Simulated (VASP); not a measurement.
# AgCl (P1) in VASP: notebook, part 2 of 2

VASP 6.6.1. Earlier steps stand in the parts before.

## Step 3: Single point, PBE

Input file INCAR:

```
SYSTEM = AgCl
PREC = Accurate
ENCUT = 520
EDIFF = 1E-6
ISMEAR = -1
SIGMA = 0.026
LREAL = Auto
LASPH = .TRUE.
NELM = 100
ALGO = Normal
ISIF = 2
LWAVE = .FALSE.
LCHARG = .TRUE.
GGA = PE
LELF = .TRUE.
LVHAR = .TRUE.
NBANDS = 86
```

Input file KPOINTS:

```
Automatic mesh
0
G
  2 2 2
  0 0 0
```

Input file POSCAR:

```
AgCl
1.0
    0.0000000000      5.5463676253      5.5463676253
    5.5463676253      0.0000000000      5.5463676253
    5.5463676253      5.5463676253      0.0000000000
Ag Cl
8 8
Direct
   -0.0086269074      0.0058623954     -0.0044129783
    0.0024526863      0.0024811734      0.5059753860
    0.0040009068      0.5015494262     -0.0037452440
    0.0065136324      0.4981956096      0.4933665031
    0.4959213283     -0.0065040766      0.0080591484
    0.5096226379      0.0011693239      0.4949708864
    0.5011080563      0.5016101867      0.0061547489
    0.4937364749      0.4913181354      0.5077923409
    0.2327033812      0.2284829614      0.2844383219
    0.2660510625      0.2608289060      0.7271456334
    0.2756312966      0.7406430258      0.2280103999
    0.2390285119      0.7671673224      0.7522034748
    0.7358531341      0.2645924503      0.2393761268
    0.7580957996      0.2414484741      0.7409434927
    0.7531645542      0.7704574937      0.2305571117
    0.7760485404      0.7458985375      0.7195436310
```

Potentials or basis: VASP PAW PBE potentials, release 64 (Ag, Cl).

Command:

```sh
$ cat potpaw_PBE.64/Ag/POTCAR potpaw_PBE.64/Cl/POTCAR > POTCAR
$ mpirun -np 1 vasp_std > vasp.out
```

OUTCAR:

```text
SYSTEM = AgCl
   PREC = Accurate
   ENCUT = 520
   EDIFF = 1E-6
   ISMEAR = -1
   LREAL = Auto
   LASPH = .TRUE.
   NELM = 100
   ISIF = 2
   GGA = PE

 ion  position               nearest neighbor table
   1  0.991  0.006  0.996-  15 2.63  12 2.67  14 2.71  13 2.79  11 2.87  10 2.94
   2  0.002  0.002  0.506-   9 2.53  14 2.63  12 2.68  16 2.69  13 2.96  11 2.99
   3  0.004  0.502  0.996-  12 2.78  15 2.79  13 2.81  16 2.81  10 2.83   9 2.88
   4  0.007  0.498  0.493-  16 2.63   9 2.67  10 2.74  14 2.80  11 2.84  15 2.87
   5  0.496  0.993  0.008-  11 2.63  15 2.67  14 2.83   9 2.84  10 2.84  16 2.98
   6  0.510  0.001  0.495-   9 2.72  13 2.72  16 2.73  10 2.73  15 2.75  12 2.80
[... 8 lines left out ...]
  15  0.753  0.770  0.231-   1 2.63   5 2.67   6 2.75   3 2.79   4 2.87   8 2.99
  16  0.776  0.746  0.720-   4 2.63   2 2.69   6 2.73   3 2.81   7 2.89   5 2.98

  LATTYP: Found a face centered cubic cell.
 ALAT       =    11.0927352506

  Lattice vectors:

 A1 = (   0.0000000000,   5.5463676253,   5.5463676253)
 A2 = (   5.5463676253,   0.0000000000,   5.5463676253)
 A3 = (   5.5463676253,   5.5463676253,   0.0000000000)

Analysis of symmetry for initial positions (statically):
=====================================================================
 Subroutine PRICEL returns:
 Original cell was already a primitive cell.

 Routine SETGRP: Setting up the symmetry group for a
 face centered cubic supercell.

 Subroutine GETGRP returns: Found  1 space group operations
 (whereof  1 operations were pure point group operations)
 out of a pool of 48 trial point group operations.

The static configuration has the point symmetry C_1 .

Analysis of symmetry for dynamics (positions and initial velocities):
=====================================================================
 Subroutine PRICEL returns:
 Original cell was already a primitive cell.

 Routine SETGRP: Setting up the symmetry group for a
 face centered cubic supercell.

[... 138 lines left out ...]
  Thomas-Fermi vector in A             =   2.362884
   LORBIT       =      0    0 simple, 1 ext, 2 COOP (PROOUT), +10 PAW based schemes
   GGA     = PE    functional components
   LHFCALC =     F    Hartree Fock is set to
   AEXX    =    0.0000 exact exchange contribution
   IVDW    =     0    specifies the selected vdW correction
   LEPSILON=     F    determine dielectric tensor
   LRPA    =     F    only Hartree local field effects (RPA)
 non-spin polarized calculation
  energy-cutoff  :      520.00
  volume of cell :      341.24
 maximum number of plane-waves:      9257
 NGX is ok and might be reduce to    60
   NGX = 29   NGY = 29   NGZ = 29

 number of electron     144.0000003 magnetization

 Free energy of the ion-electron system (eV)
  ---------------------------------------------------
  ext. energy  EPLUGINS =         0.00000000
  ---------------------------------------------------
  free energy    TOTEN  =       -42.74659325 eV

  energy without entropy =      -42.74659324  energy(sigma->0) =      -42.74659324

 E-fermi :   4.3367     XC(G=0):  -9.9517

 val. band max:        3.8852281140   @ k =   0.0000   0.0000   0.0000
 cond. band min:       4.7675176793   @ k =   0.0000   0.0000   0.0000
 fundamental gap:      0.8822895653
 Fermi energy:         4.3366569247

 k-point     1 :       0.0000    0.0000    0.0000
  band No.  band energies     occupation
      1     -11.3629      2.00000
      2     -10.9661      2.00000
      3     -10.9395      2.00000
      4     -10.9120      2.00000
      5     -10.9068      2.00000
      6     -10.8762      2.00000
[... 685 lines left out ...]
     83       9.9054      0.00000
     84      10.0096      0.00000
 [bands above 84 left out]

------------------------ aborting loop because EDIFF is reached ----------------------------------------

  FORCE on cell =-STRESS in cart. coord.  units (eV):
  Direction    XX          YY          ZZ          XY          YZ          ZX
  --------------------------------------------------------------------------------------
  -------------------------------------------------------------------------------------
  Total        5.3224821      4.9064484      5.6050141     -0.1044814      0.0172861     -0.0893739
  in kB       24.9901488     23.0367850     26.3166945     -0.4905618      0.0811619     -0.4196289
  external PRESSURE =      24.7812094 kB  Pullay stress =       0.0000000 kB

 VOLUME and BASIS-vectors are now :
 -----------------------------------------------------------------------------
  energy-cutoff  :      520.00
  volume of cell :      341.24
      direct lattice vectors                 reciprocal lattice vectors
     0.000000000  5.546367625  5.546367625    -0.090149091  0.090149091  0.090149091
     5.546367625  0.000000000  5.546367625     0.090149091 -0.090149091  0.090149091
     5.546367625  5.546367625  0.000000000     0.090149091  0.090149091 -0.090149091

 POSITION                                       TOTAL-FORCE (eV/Angst)
 -----------------------------------------------------------------------------------
      5.55441     11.02041      5.53103         0.134450      0.161104      0.246956
      2.82009      2.81993      0.02736        -0.300781     -0.200852     -0.373683
      8.30737      5.54779      2.80397        -0.006190      0.050800     -0.023277
      5.49957      2.77252      2.79930        -0.003103     -0.111224     -0.004995
      5.55499      2.79526      8.26086        -0.026567     -0.153473      0.175499
      2.75178      5.57184      2.83304        -0.035558      0.080744     -0.111081
[... 8 lines left out ...]
      5.55199      5.45608      8.45057        -0.105054      0.146484     -0.384637
      8.12788      8.29510      8.44128         0.094307      0.004099      0.014892
 -----------------------------------------------------------------------------------
    total drift:                                0.001626      0.000469     -0.001534

  FREE ENERGIE OF THE ION-ELECTRON SYSTEM (eV)
  ---------------------------------------------------
  free  energy   TOTEN  =       -42.7465932518 eV

  energy  without entropy=      -42.7465932365  energy(sigma->0) =      -42.74659324
```

It took 4.1 min on 1 thread of Intel Xeon 6975P-C (Granite Rapids), shared host; peak memory 0.54 GiB.

What came out:

```yaml
Free_energy: -42.7466 eV
Pressure: 2.5 GPa
Largest_force: 0.633 eV/Å
Band_gap_on_the_k_mesh: 0.88 eV
```

Forces on the atoms (eV/Å):
```
Ag   0.134  0.161  0.247
Ag  -0.301 -0.201 -0.374
Ag  -0.006  0.051 -0.023
Ag  -0.003 -0.111 -0.005
Ag  -0.027 -0.153  0.175
Ag  -0.036  0.081 -0.111
Ag  -0.401 -0.317 -0.017
Ag   0.147  0.040  0.461
Cl  -0.149 -0.341  0.497
Cl   0.232  0.277 -0.490
Cl   0.395 -0.156 -0.026
Cl  -0.304  0.476 -0.091
Cl  -0.242  0.276  0.269
Cl   0.571 -0.233 -0.143
Cl  -0.105  0.146 -0.385
Cl   0.094  0.004  0.015
```

Caveat: the k points lie up to 0.49 Å⁻¹ apart; the atoms stand as in a frame of molecular dynamics.
